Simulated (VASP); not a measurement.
# AgCl (Immm) in VASP: a series of runs

The runs below take AgCl through single point, with PBE.

Program: VASP 6.6.1. These are calculated values, not measurements. Logs are shortened: lines on timing, memory, paths and dates and some standing lists are left out, and cuts for length are marked.

## 1. The cell of the first run

The structure is orthorhombic, space group Immm (No. 71). Conventional cell: a = 3.843 Å, b = 4.000 Å, c = 5.546 Å, α = 90.00°, β = 90.00°, γ = 90.00°. Within 4.1 Å of Ag (site symmetry mmm) lie 6 Cl at 2.77 Å and 12 Ag at 3.84 to 4.00 Å. Cl (site symmetry mmm) has 6 Ag at 2.77 Å and 12 Cl at 3.84 to 4.00 Å within 4.1 Å.

## 2. Single point, PBE (strain -0.0400 x Voigt [0, 0, 0, 0, 1, 0])

File INCAR:

```
PREC = Accurate
ENCUT = 520
EDIFF = 1E-6
ISMEAR = 0
SIGMA = 0.05
LREAL = False
LASPH = True
NELM = 100
ALGO = Normal
ISIF = 2
LWAVE = False
LCHARG = True
GGA = PE
LELF = True
LVHAR = True
NBANDS = 16
```

File KPOINTS:

```
Automatic mesh
0
Gamma
  8 8 8
```

File POSCAR:

```
AgCl
1.0
   -0.0554630000      2.7731500000      2.7731500000
    2.7176870000      0.0000000000      2.7176870000
    2.7731500000      2.7731500000     -0.0554630000
Ag Cl
1 1
Direct
    0.5000000000      0.5000000000      0.5000000000
    0.0000000000      0.0000000000      0.0000000000
```

Potentials or basis: VASP PAW PBE potentials, release 64 (Ag, Cl).

Launch:

```bash
$ cat potpaw_PBE.64/Ag/POTCAR potpaw_PBE.64/Cl/POTCAR > POTCAR
$ mpirun -np 1 vasp_std > vasp.out
```

OUTCAR:

```text
PREC = Accurate
   ENCUT = 520
   EDIFF = 1E-6
   ISMEAR = 0
   LREAL = False
   LASPH = True
   NELM = 100
   ISIF = 2
   GGA = PE

 ion  position               nearest neighbor table
   1  0.500  0.500  0.500-   2 2.77   2 2.77   2 2.77   2 2.77   2 2.77   2 2.77
   2  0.000  0.000  0.000-   1 2.77   1 2.77   1 2.77   1 2.77   1 2.77   1 2.77

  LATTYP: Found a body centered orthorhombic cell.
 ALAT       =     3.8433898137
 B/A-ratio  =     1.0408163265
 C/A-ratio  =     1.4430750636

  Lattice vectors:

 A1 = (   2.7731500000,  -2.7731500000,  -0.0554630000)
 A2 = (  -2.7731500000,  -2.7731500000,   0.0554630000)
 A3 = (   0.0554630000,   2.7731500000,  -2.7731500000)

Analysis of symmetry for initial positions (statically):
=====================================================================
 Subroutine PRICEL returns:
 Original cell was already a primitive cell.

 Routine SETGRP: Setting up the symmetry group for a
 body centered orthorhombic supercell.

 Subroutine GETGRP returns: Found  8 space group operations
 (whereof  8 operations were pure point group operations)
 out of a pool of  8 trial point group operations.

The static configuration has the point symmetry D_2h.

Analysis of symmetry for dynamics (positions and initial velocities):
=====================================================================
 Subroutine PRICEL returns:
 Original cell was already a primitive cell.

 Routine SETGRP: Setting up the symmetry group for a
 body centered orthorhombic supercell.

 Subroutine GETGRP returns: Found  8 space group operations
 (whereof  8 operations were pure point group operations)
 out of a pool of  8 trial point group operations.

The dynamic configuration has the point symmetry D_2h.

 Subroutine INISYM returns: Found  8 space group operations
 (whereof  8 operations are pure point group operations),
 and found     1 'primitive' translations

----------------------------------------------------------------------------------------

                                     Primitive cell

  volume of cell :      42.6360

  direct lattice vectors                    reciprocal lattice vectors
    -0.055463000  2.773150000  2.773150000    -0.176765079  0.180300380  0.176765079
     2.717687000  0.000000000  2.717687000     0.183979980 -0.180300380  0.183979980
     2.773150000  2.773150000 -0.055463000     0.176765079  0.180300380 -0.176765079

  length of vectors
     3.922218504  3.843389814  3.922218504     0.308220722  0.316552513  0.308220722

  position of ions in fractional coordinates (direct lattice)
     0.500000000  0.500000000  0.500000000
     0.000000000  0.000000000  0.000000000

  ion indices of the primitive-cell ions
   primitive index   ion index
                 1           1
                 2           2

----------------------------------------------------------------------------------------

 KPOINTS: Automatic mesh

Automatic generation of k-mesh.
 Grid dimensions read from file:
 generate k-points for:    8    8    8

 Generating k-lattice:

  Cartesian coordinates                     Fractional coordinates (reciprocal lattice)
    -0.022095635  0.022537548  0.022095635     0.125000000  0.000000000  0.000000000
     0.022997498 -0.022537548  0.022997498     0.000000000  0.125000000  0.000000000
     0.022095635  0.022537548 -0.022095635     0.000000000  0.000000000  0.125000000

  Length of vectors
     0.038527590  0.039569064  0.038527590

  Shift w.r.t. Gamma in fractional coordinates (k-lattice)
     0.000000000  0.000000000  0.000000000

 Subroutine IBZKPT returns following result:
 ===========================================

 Found     95 irreducible k-points:

 Following reciprocal coordinates:
            Coordinates               Weight
  0.000000  0.000000  0.000000      1.000000
  0.125000  0.000000  0.000000      4.000000
  0.250000  0.000000  0.000000      4.000000
  0.375000  0.000000  0.000000      4.000000
  0.500000  0.000000  0.000000      2.000000
  0.000000  0.125000  0.000000      4.000000
[... 16 lines left out ...]
  0.125000  0.375000 -0.000000      8.000000
  0.250000  0.375000  0.000000      8.000000
 [... further k-points ...]
   k-points           NKPTS =     95   k-points in BZ     NKDIM =     95   number of bands    NBANDS=     16
   number of dos      NEDOS =    301   number of ions     NIONS =      2
   total plane-waves  NPLWV =  27000
   dimension x,y,z NGX =    30 NGY =   30 NGZ =   30
   dimension x,y,z NGXF=    60 NGYF=   60 NGZF=   60
   ions per type =               1   1
   NGX,Y,Z   is equivalent  to a cutoff of  12.72, 12.98, 12.72 a.u.
   NGXF,Y,Z  is equivalent  to a cutoff of  25.43, 25.95, 25.43 a.u.
 SYSTEM =  unknown system
   PREC   = accura    normal or accurate (medium, high low for compatibility)
   ISTART =      0    job   : 0-new  1-cont  2-samecut
   ICHARG =      2    charge: 1-file 2-atom 10-const
   ISPIN  =      1    spin polarized calculation?
   LNONCOLLINEAR =      F non collinear calculations
   LSORBIT =      F    spin-orbit coupling
   LASPH  =      T    aspherical Exc in radial PAW
   ENCUT  =  520.0 eV  38.22 Ry    6.18 a.u.   7.29  7.15  7.29*2*pi/ulx,y,z
   NELM   =    100;   NELMIN=  2; NELMDL= -5     # of ELM steps
   EDIFF  = 0.1E-05   stopping-criterion for ELM
   LREAL  =      F    real-space projection
   EDIFFG = 0.1E-04   stopping-criterion for IOM
   NSW    =      0    number of steps for IOM
   IBRION =     -1    ionic relax: 0-MD 1-quasi-New 2-CG
   NFREE  =      0    steps in history (QN), initial steepest desc. (CG)
   ISIF   =      2    stress and relaxation
   ISYM   =      2    0-nonsym 1-usesym 2-fastsym
   POTIM  = 0.5000    time-step for ionic-motion
   TEBEG  =    0.0;   TEEND  =   0.0 temperature during run
   PSTRESS=    0.0 pullay stress
   NELECT =      18.0000    total number of electrons
   NUPDOWN=      -1.0000    fix difference up-down
   EMIN   =  10.00;   EMAX   =-10.00  energy-range for DOS
   EFERMI =   0.00;   METHOD = LEGACY
   ISMEAR =     0;   SIGMA  =   0.05  broadening in eV -4-tet -1-fermi 0-gaus
   EFERMI_NEDOS =   21; number of points for ismear=-14 and -15
   IALGO  =     38    algorithm
   IMIX   =      4    mixing-type and parameters
     AMIX     =   0.40;   BMIX     =  1.00
     AMIX_MAG =   1.60;   BMIX_MAG =  1.00
  volume/ion in A,a.u.               =      21.32       143.86
  Fermi-wavevector in a.u.,A,eV,Ry     =   1.228118  2.320807 20.521323  1.508275
  Thomas-Fermi vector in A             =   2.363056
   LORBIT       =      0    0 simple, 1 ext, 2 COOP (PROOUT), +10 PAW based schemes
   GGA     = PE    functional components
   LHFCALC =     F    Hartree Fock is set to
   AEXX    =    0.0000 exact exchange contribution
   IVDW    =     0    specifies the selected vdW correction
   LEPSILON=     F    determine dielectric tensor
   LRPA    =     F    only Hartree local field effects (RPA)
 non-spin polarized calculation
 Gauss-broadening in eV      SIGMA  =   0.05
  energy-cutoff  :      520.00
  volume of cell :       42.64
 maximum number of plane-waves:      1162
 NGX is ok and might be reduce to    30
   NGX = 15   NGY = 15   NGZ = 15

 number of electron      18.0000000 magnetization

 Free energy of the ion-electron system (eV)
  ---------------------------------------------------
  ext. energy  EPLUGINS =         0.00000000
  ---------------------------------------------------
  free energy    TOTEN  =        -5.39311410 eV

  energy without entropy =       -5.39311410  energy(sigma->0) =       -5.39311410

 E-fermi :   4.0999     XC(G=0):  -9.9684

 val. band max:        3.8545173478   @ k =   0.0000   0.5000   0.0000
 cond. band min:       4.7253094565   @ k =   0.0000   0.0000   0.0000
 fundamental gap:      0.8707921087
 Fermi energy:         4.0998535291

 k-point     1 :       0.0000    0.0000    0.0000
  band No.  band energies     occupation
      1     -11.3269      2.00000
      2       1.3500      2.00000
      3       1.3637      2.00000
      4       1.4103      2.00000
      5       1.4157      2.00000
      6       1.4236      2.00000
[... 8 lines left out ...]
     15      17.0062      0.00000
     16      17.2034      0.00000

 k-point     2 :       0.1250    0.0000    0.0000
  band No.  band energies     occupation
      1     -11.2693      2.00000
      2       0.6223      2.00000
      3       0.7139      2.00000
      4       0.7965      2.00000
      5       1.4298      2.00000
      6       1.4594      2.00000
[... 8 lines left out ...]
     15      16.0416      0.00000
     16      16.6942      0.00000

 k-point     3 :       0.2500    0.0000    0.0000
  band No.  band energies     occupation
      1     -11.1246      2.00000
      2      -0.3925      2.00000
      3       0.1436      2.00000
      4       0.2419      2.00000
      5       1.5442      2.00000
      6       1.5781      2.00000
[... 8 lines left out ...]
     15      16.3079      0.00000
     16      16.5816      0.00000

 k-point     4 :       0.3750    0.0000    0.0000
  band No.  band energies     occupation
      1     -10.9708      2.00000
      2      -1.1580      2.00000
      3      -0.2167      2.00000
      4      -0.1120      2.00000
      5       1.6606      2.00000
      6       1.7013      2.00000
[... 8 lines left out ...]
     15      16.9407      0.00000
     16      17.1448      0.00000
[... 324 lines left out ...]
 k-point    22 :       0.0000    0.3750    0.0000
  band No.  band energies     occupation
      1     -10.9392      2.00000
      2      -1.1084      2.00000
      3      -0.2962      2.00000
      4      -0.2026      2.00000
      5       1.6805      2.00000
      6       1.7097      2.00000
[... 8 lines left out ...]
     15      16.7964      0.00000
     16      17.1689      0.00000

 k-point    23 :       0.1250    0.3750   -0.0000
  band No.  band energies     occupation
      1     -10.9685      2.00000
      2      -0.9008      2.00000
      3      -0.1597      2.00000
      4       0.0358      2.00000
      5       1.5340      2.00000
      6       1.7237      2.00000
[... 8 lines left out ...]
     15      17.5353      0.00000
     16      17.8032      0.00000

 k-point    24 :       0.2500    0.3750    0.0000
  band No.  band energies     occupation
      1     -10.9610      2.00000
      2      -0.8023      2.00000
      3       0.3090      2.00000
      4       0.4229      2.00000
      5       1.3113      2.00000
      6       1.7194      2.00000
[... 8 lines left out ...]
     15      18.4754      0.00000
     16      19.4221      0.00000

 [... further k-points ...]

------------------------ aborting loop because EDIFF is reached ----------------------------------------

  FORCE on cell =-STRESS in cart. coord.  units (eV):
  Direction    XX          YY          ZZ          XY          YZ          ZX
  --------------------------------------------------------------------------------------
  -------------------------------------------------------------------------------------
  Total        0.3899743      0.3851429      0.3899743     -0.0000000      0.0000000      0.0575752
  in kB       14.6544736     14.4729198     14.6544736     -0.0000000      0.0000000      2.1635640
  external PRESSURE =      14.5939557 kB  Pullay stress =       0.0000000 kB

 VOLUME and BASIS-vectors are now :
 -----------------------------------------------------------------------------
  energy-cutoff  :      520.00
  volume of cell :       42.64
      direct lattice vectors                 reciprocal lattice vectors
    -0.055463000  2.773150000  2.773150000    -0.176765079  0.180300380  0.176765079
     2.717687000  0.000000000  2.717687000     0.183979980 -0.180300380  0.183979980
     2.773150000  2.773150000 -0.055463000     0.176765079  0.180300380 -0.176765079

 POSITION                                       TOTAL-FORCE (eV/Angst)
 -----------------------------------------------------------------------------------
      2.71769      2.77315      2.71769         0.000000      0.000000      0.000000
      0.00000      0.00000      0.00000        -0.000000      0.000000     -0.000000
 -----------------------------------------------------------------------------------
    total drift:                                0.000000      0.000000      0.000000

  FREE ENERGIE OF THE ION-ELECTRON SYSTEM (eV)
  ---------------------------------------------------
  free  energy   TOTEN  =        -5.3931140999 eV

  energy  without entropy=       -5.3931140999  energy(sigma->0) =       -5.39311410
```

Run time: 94 s. Hardware: 1 thread of Intel Xeon 8259CL, shared host; peak memory 0.21 GiB.

What came out:

```
Free energy            : -5.3931 eV
Pressure               : 1.5 GPa
Band gap on the k mesh : 0.87 eV (least direct gap 3.13 eV)
```

Caveat: the cell differs from its parent crystal (strain -0.0400 x Voigt [0, 0, 0, 0, 1, 0]).

## 3. Single point, PBE (strain +0.0300 x Voigt [0, 0, 0, 0, 1, 0])

File INCAR:

```
PREC     = Accurate       # precision mode
ENCUT    = 520            # plane-wave cutoff, eV
EDIFF    = 1E-6           # SCF threshold, eV
ISMEAR   = 0              # smearing method
SIGMA    = 0.05           # smearing width, eV
LREAL    = F              # projectors in reciprocal space
LASPH    = T              # aspherical terms in the spheres
NELM     = 60             # most SCF steps
ALGO     = Normal         # electronic algorithm
ISIF     = 2              # what is computed and relaxed
LWAVE    = F              # write WAVECAR
LCHARG   = F              # write CHGCAR
GGA      = PE             # functional
NBANDS   = 16             # bands
```

KPOINTS is that of step 2.

File POSCAR:

```
AgCl
1.0
    0.0415972500      2.7731500000      2.7731500000
    2.8147472500      0.0000000000      2.8147472500
    2.7731500000      2.7731500000      0.0415972500
Ag Cl
1 1
Direct
    0.5000000000      0.5000000000      0.5000000000
    0.0000000000      0.0000000000      0.0000000000
```

Potentials or basis: VASP PAW PBE potentials, release 64 (Ag, Cl).

Launch:

```bash
$ cat potpaw_PBE.64/Ag/POTCAR potpaw_PBE.64/Cl/POTCAR > POTCAR
$ mpirun -np 1 vasp_std > vasp.out
```

Wall time 73 s (1 thread of Intel Xeon 8259CL, shared host); peak memory 0.21 GiB.

Results (log left out):

```yaml
Free_energy: -5.3937 eV
Pressure: 1.5 GPa
Band_gap_on_the_k_mesh: 0.88 eV (least direct gap 3.15 eV)
```

Stress tensor (GPa, compression positive):
```
 1.47  0.00 -0.16
 0.00  1.46  0.00
-0.16  0.00  1.47
```

Levels at points of the mesh, in eV from the valence-band top:
```
           k point  band 6  band 7  band 8  band 9  band 10  band 11  band 12  band 13
(0.00, 0.00, 0.00)   -2.42   -2.41   -2.35   -2.28     0.88    10.65    10.83    11.01
(0.50, 0.00, 0.00)   -2.08   -1.76   -0.03    0.00     4.17     6.57     7.47     7.64
(0.00, 0.50, 0.00)   -2.09   -1.81   -0.05   -0.02     4.27     6.44     7.66     7.84
(0.50, 0.50, 0.00)   -2.24   -1.98   -1.98   -1.90     2.36     8.00     8.59    11.49
(0.50, 0.00, 0.50)   -2.24   -1.98   -1.98   -1.90     2.35     8.01     8.61    11.35
```

Caveat: the cell differs from its parent crystal (strain +0.0300 x Voigt [0, 0, 0, 0, 1, 0]). A k mesh can miss the band edges.

(Part 1 of 2 ends here.)
